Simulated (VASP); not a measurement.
# Mg2CdS3 (I4/mmm) in VASP: notebook

The runs below take Mg2CdS3 through single point, with PBE.

All numbers are computed with VASP 6.6.1; they aren't measurements. Logs are shortened: lines on timing, memory, paths and dates and some standing lists are left out, and cuts for length are marked.

### 1 The cell of the first run

The structure is tetragonal, space group I4/mmm (No. 139). The conventional cell has a = 3.772 Å, b = 3.772 Å, c = 16.008 Å, α = 90.00°, β = 90.00°, γ = 90.00°. Within 3.4 Å of Mg (site symmetry 4mm) lie 6 S at 2.61 to 2.67 Å. Within 3.5 Å of Cd (site symmetry 4/mmm) lie 6 S at 2.67 to 2.72 Å. S (site symmetry 4mm) has 5 Mg at 2.61 to 2.67 Å and 1 Cd at 2.72 Å within 3.4 Å. Within 3.5 Å of S (site symmetry 4/mmm) lie 4 Cd at 2.67 Å and 2 Mg at 2.67 Å.

### 2 Single point, PBE

The input, INCAR:

```
PREC = Accurate
ENCUT = 520
EDIFF = 1E-7
ISMEAR = 0
SIGMA = 0.1
LREAL = F
LASPH = T
NELM = 80
ALGO = Normal
ISIF = 2
LWAVE = F
LCHARG = T
GGA = PE
LELF = T
LVHAR = T
NBANDS = 26
```

The input, KPOINTS:

```
Automatic mesh
0
Gamma
  6 6 6
```

The input, POSCAR:

```
Mg2CdS3
1.0
   -1.8857631130      1.8857631130      8.0041301705
    1.8857631130     -1.8857631130      8.0041301705
    1.8857631130      1.8857631130     -8.0041301705
Mg Cd S
2 1 3
Direct
    0.6670489745      0.6670489745      0.0000000000
    0.3329510255      0.3329510255      0.0000000000
    0.0000000000      0.0000000000      0.0000000000
    0.1700674743      0.1700674743      0.0000000000
    0.8299325257      0.8299325257      0.0000000000
    0.5000000000      0.5000000000      0.0000000000
```

Potentials or basis: VASP PAW PBE potentials, release 64 (Mg, Cd, S).

Command:

```
> cat potpaw_PBE.64/Mg/POTCAR potpaw_PBE.64/Cd/POTCAR potpaw_PBE.64/S/POTCAR > POTCAR
> mpirun -np 1 vasp_std > vasp.out
```

OUTCAR:

```text
PREC = Accurate
   ENCUT = 520
   EDIFF = 1E-7
   ISMEAR = 0
   LREAL = F
   LASPH = T
   NELM = 80
   ISIF = 2
   GGA = PE

 ion  position               nearest neighbor table
   1  0.667  0.667  0.000-   5 2.61   4 2.67   4 2.67   4 2.67   4 2.67   6 2.67
   2  0.333  0.333  0.000-   4 2.61   5 2.67   5 2.67   5 2.67   5 2.67   6 2.67
   3  0.000  0.000  0.000-   6 2.67   6 2.67   6 2.67   6 2.67   5 2.72   4 2.72
   4  0.170  0.170  0.000-   2 2.61   1 2.67   1 2.67   1 2.67   1 2.67   3 2.72
   5  0.830  0.830  0.000-   1 2.61   2 2.67   2 2.67   2 2.67   2 2.67   3 2.72
   6  0.500  0.500  0.000-   3 2.67   3 2.67   3 2.67   3 2.67   2 2.67   1 2.67

  LATTYP: Found a body centered tetragonal cell.
 ALAT       =     3.7715262260
 C/A-ratio  =     4.2445045803

  Lattice vectors:

 A1 = (  -1.8857631130,   1.8857631130,   8.0041301705)
 A2 = (   1.8857631130,  -1.8857631130,   8.0041301705)
 A3 = (   1.8857631130,   1.8857631130,  -8.0041301705)

Analysis of symmetry for initial positions (statically):
=====================================================================
 Subroutine PRICEL returns:
 Original cell was already a primitive cell.

 Routine SETGRP: Setting up the symmetry group for a
 body centered tetragonal supercell.

 Subroutine GETGRP returns: Found 16 space group operations
 (whereof 16 operations were pure point group operations)
 out of a pool of 16 trial point group operations.

The static configuration has the point symmetry D_4h.

Analysis of symmetry for dynamics (positions and initial velocities):
=====================================================================
 Subroutine PRICEL returns:
 Original cell was already a primitive cell.

 Routine SETGRP: Setting up the symmetry group for a
 body centered tetragonal supercell.

 Subroutine GETGRP returns: Found 16 space group operations
 (whereof 16 operations were pure point group operations)
 out of a pool of 16 trial point group operations.

The dynamic configuration has the point symmetry D_4h.

 Subroutine INISYM returns: Found 16 space group operations
 (whereof 16 operations are pure point group operations),
 and found     1 'primitive' translations

----------------------------------------------------------------------------------------

                                     Primitive cell

  volume of cell :     113.8540
[... 92 lines left out ...]
   LNONCOLLINEAR =      F non collinear calculations
   LSORBIT =      F    spin-orbit coupling
   LASPH  =      T    aspherical Exc in radial PAW
   ENCUT  =  520.0 eV  38.22 Ry    6.18 a.u.  15.69 15.69 15.69*2*pi/ulx,y,z
   NELM   =     80;   NELMIN=  2; NELMDL= -5     # of ELM steps
   EDIFF  = 0.1E-06   stopping-criterion for ELM
   LREAL  =      F    real-space projection
   EDIFFG = 0.1E-05   stopping-criterion for IOM
   NSW    =      0    number of steps for IOM
   IBRION =     -1    ionic relax: 0-MD 1-quasi-New 2-CG
   NFREE  =      0    steps in history (QN), initial steepest desc. (CG)
   ISIF   =      2    stress and relaxation
   ISYM   =      2    0-nonsym 1-usesym 2-fastsym
   POTIM  = 0.5000    time-step for ionic-motion
   TEBEG  =    0.0;   TEEND  =   0.0 temperature during run
   PSTRESS=    0.0 pullay stress
   NELECT =      34.0000    total number of electrons
   NUPDOWN=      -1.0000    fix difference up-down
   EMIN   =  10.00;   EMAX   =-10.00  energy-range for DOS
   EFERMI =   0.00;   METHOD = LEGACY
   ISMEAR =     0;   SIGMA  =   0.10  broadening in eV -4-tet -1-fermi 0-gaus
   EFERMI_NEDOS =   21; number of points for ismear=-14 and -15
   IALGO  =     38    algorithm
   IMIX   =      4    mixing-type and parameters
     AMIX     =   0.40;   BMIX     =  1.00
     AMIX_MAG =   1.60;   BMIX_MAG =  1.00
  volume/ion in A,a.u.               =      18.98       128.05
  Fermi-wavevector in a.u.,A,eV,Ry     =   1.094254  2.067841 16.291519  1.197393
  Thomas-Fermi vector in A             =   2.230556
   LORBIT       =      0    0 simple, 1 ext, 2 COOP (PROOUT), +10 PAW based schemes
   GGA     = PE    functional components
   LHFCALC =     F    Hartree Fock is set to
   AEXX    =    0.0000 exact exchange contribution
   IVDW    =     0    specifies the selected vdW correction
   LEPSILON=     F    determine dielectric tensor
   LRPA    =     F    only Hartree local field effects (RPA)
 non-spin polarized calculation
 Gauss-broadening in eV      SIGMA  =   0.10
  energy-cutoff  :      520.00
  volume of cell :      113.85
 maximum number of plane-waves:      3092
   NGX = 31   NGY = 31   NGZ = 31

 number of electron      34.0000003 magnetization

 Free energy of the ion-electron system (eV)
  ---------------------------------------------------
  ext. energy  EPLUGINS =         0.00000000
  ---------------------------------------------------
  free energy    TOTEN  =       -22.73491939 eV

  energy without entropy =      -22.73491939  energy(sigma->0) =      -22.73491939

 E-fermi :   3.9605     XC(G=0):  -9.8499

 val. band max:        3.5311332696   @ k =   0.5000  -0.0000   0.0000
 cond. band min:       4.7908710803   @ k =   0.5000   0.5000   0.0000
 fundamental gap:      1.2597378107
 Fermi energy:         3.9604911015

 k-point     1 :       0.0000    0.0000    0.0000
  band No.  band energies     occupation
      1      -9.3781      2.00000
      2      -8.5914      2.00000
      3      -8.1145      2.00000
      4      -4.2874      2.00000
      5      -4.1202      2.00000
      6      -4.0453      2.00000
[... 685 lines left out ...]
     25      11.5531      0.00000
     26      11.6618      0.00000

 [... further k-points ...]
[... 5 lines left out ...]
  --------------------------------------------------------------------------------------
  -------------------------------------------------------------------------------------
  Total       -0.0107795     -0.0107795     -0.0483642      0.0000000      0.0000000      0.0000000
  in kB       -0.1516909     -0.1516909     -0.6805907      0.0000000      0.0000000      0.0000000
  external PRESSURE =      -0.3279908 kB  Pullay stress =       0.0000000 kB

 VOLUME and BASIS-vectors are now :
 -----------------------------------------------------------------------------
  energy-cutoff  :      520.00
  volume of cell :      113.85
      direct lattice vectors                 reciprocal lattice vectors
    -1.885763113  1.885763113  8.004130170     0.000000000  0.265144650  0.062467750
     1.885763113 -1.885763113  8.004130170     0.265144650  0.000000000  0.062467750
     1.885763113  1.885763113 -8.004130170     0.265144650  0.265144650  0.000000000

 POSITION                                       TOTAL-FORCE (eV/Angst)
 -----------------------------------------------------------------------------------
      0.00000      0.00000     10.67829        -0.000000     -0.000000      0.026393
      0.00000      0.00000      5.32997        -0.000000     -0.000000     -0.026393
      0.00000      0.00000      0.00000        -0.000000     -0.000000     -0.000000
      0.00000      0.00000      2.72248        -0.000000     -0.000000      0.037403
      0.00000      0.00000     13.28578         0.000000      0.000000     -0.037403
      0.00000      0.00000      8.00413        -0.000000     -0.000000      0.000000
 -----------------------------------------------------------------------------------
    total drift:                                0.000000      0.000000      0.000000

  FREE ENERGIE OF THE ION-ELECTRON SYSTEM (eV)
  ---------------------------------------------------
  free  energy   TOTEN  =       -22.7349193861 eV

  energy  without entropy=      -22.7349193861  energy(sigma->0) =      -22.73491939
```

OSZICAR:

```text
N       E                     dE             d eps       ncg     rms          rms(c)
DAV:   1     0.188954446071E+03    0.18895E+03   -0.15326E+04  1568   0.116E+03
DAV:   2    -0.107766495845E+02   -0.19973E+03   -0.18838E+03  1846   0.249E+02
DAV:   3    -0.241191657659E+02   -0.13343E+02   -0.13264E+02  1890   0.638E+01
DAV:   4    -0.242749447720E+02   -0.15578E+00   -0.15558E+00  2004   0.734E+00
DAV:   5    -0.242772595960E+02   -0.23148E-02   -0.23143E-02  1998   0.918E-01    0.102E+01
DAV:   6    -0.228330225578E+02    0.14442E+01   -0.25035E+00  1938   0.143E+01    0.841E+00
DAV:   7    -0.227394771178E+02    0.93545E-01   -0.11651E+00  1952   0.546E+00    0.460E+00
DAV:   8    -0.227375968524E+02    0.18803E-02   -0.13216E-01  1852   0.329E+00    0.797E-01
DAV:   9    -0.227351690359E+02    0.24278E-02   -0.22760E-02  1950   0.166E+00    0.278E-01
DAV:  10    -0.227348752471E+02    0.29379E-03   -0.17798E-03  1868   0.367E-01    0.783E-02
DAV:  11    -0.227348938414E+02   -0.18594E-04   -0.40583E-04  1902   0.132E-01    0.731E-02
DAV:  12    -0.227349186838E+02   -0.24842E-04   -0.48261E-05  1874   0.508E-02    0.216E-02
DAV:  13    -0.227349188959E+02   -0.21207E-06   -0.27867E-05  1818   0.504E-02    0.151E-02
DAV:  14    -0.227349193889E+02   -0.49309E-06   -0.25486E-06  1978   0.985E-03    0.753E-03
DAV:  15    -0.227349195801E+02   -0.19116E-06   -0.17619E-07  1504   0.269E-03    0.386E-03
DAV:  16    -0.227349194259E+02    0.15424E-06   -0.10399E-07   946   0.237E-03    0.149E-03
DAV:  17    -0.227349193861E+02    0.39775E-07   -0.33144E-08   924   0.106E-03
   1 F= -.22734919E+02 E0= -.22734919E+02  d E =-.308466E-10
```

It took 3.8 min on 1 thread of Intel Xeon 6975P-C (Granite Rapids), shared host; peak memory 0.57 GiB.

What came out:

- Free energy: -22.7349 eV
- Pressure: 0.0 GPa
- Largest force: 0.037 eV/Å
- Band gap on the k mesh: 1.26 eV, indirect (least direct gap 2.13 eV)

Forces on the atoms (eV/Å):
```
Mg   0.000  0.000  0.026
Mg   0.000  0.000 -0.026
Cd   0.000  0.000  0.000
S    0.000  0.000  0.037
S    0.000  0.000 -0.037
S    0.000  0.000  0.000
```

A k mesh can miss the band edges.

### 3 Single point, PBE

This run uses another cell than the first one, of 21.47 Å³/atom, 1.131 times its volume.

The input, INCAR:

```
SYSTEM = Mg2CdS3
ALGO = Normal
EDIFF = 1E-6
ENCUT = 520
GGA = PE
ISIF = 2
ISMEAR = 0
LASPH = .True.
LCHARG = .True.
LELF = .True.
LREAL = .False.
LVHAR = .True.
LWAVE = .False.
NBANDS = 26
NELM = 80
PREC = Accurate
SIGMA = 0.1
```

The input, KPOINTS:

```
k-points
0
Gamma
  6 6 6
  0 0 0
```

The input, POSCAR:

```
Mg2CdS3
1.0
   -1.9652988200      1.9652988200      8.3380567300
    1.9652988200     -1.9652988200      8.3380567300
    1.9652988200      1.9652988200     -8.3380567300
Mg Cd S
2 1 3
Direct
    0.6666666700      0.6666666700      0.0000000000
    0.3333333300      0.3333333300      0.0000000000
    0.0000000000      0.0000000000      0.0000000000
    0.1666666700      0.1666666700      0.0000000000
    0.8333333300      0.8333333300      0.0000000000
    0.5000000000      0.5000000000      0.0000000000
```

Potentials or basis: VASP PAW PBE potentials, release 64 (Mg, Cd, S).

Command:

```
> cat potpaw_PBE.64/Mg/POTCAR potpaw_PBE.64/Cd/POTCAR potpaw_PBE.64/S/POTCAR > POTCAR
> mpirun -np 1 vasp_std > vasp.out
```

Run time: 4.3 min. Hardware: 1 thread of Intel Xeon 6975P-C (Granite Rapids), shared host; peak memory 0.7 GiB.

It converged, with:

```
Free energy            : -22.3512 eV
Pressure               : -6.9 GPa
Largest force          : 0.323 eV/Å
Band gap on the k mesh : 1.21 eV, indirect (least direct gap 1.68 eV)
```

Forces in eV/Å, atoms in the order of the input:
```
Mg   0.000  0.000  0.005
Mg   0.000  0.000 -0.005
Cd   0.000  0.000  0.000
S    0.000  0.000  0.323
S    0.000  0.000 -0.323
S    0.000  0.000  0.000
```

Stress tensor (GPa, compression positive):
```
-6.99  0.00  0.00
 0.00 -6.99  0.00
 0.00  0.00 -6.86
```

Levels at points of the mesh, in eV from the valence-band top:
```tsv
k point	band 15	band 16	band 17	band 18	band 19	band 20
(0.00, 0.00, 0.00)	-0.45	-0.44	-0.44	1.24	2.47	2.88
(0.50, 0.00, 0.00)	-0.76	-0.45	0.00	3.77	4.71	4.80
(0.50, 0.50, 0.00)	-2.19	-1.74	-1.74	1.21	2.95	3.33
(0.50, 0.50, 0.50)	-0.88	-0.73	-0.73	1.29	3.31	3.55
```

A k mesh can miss the band edges. PBE gaps usually lie below the measured ones, often by a third to a half.
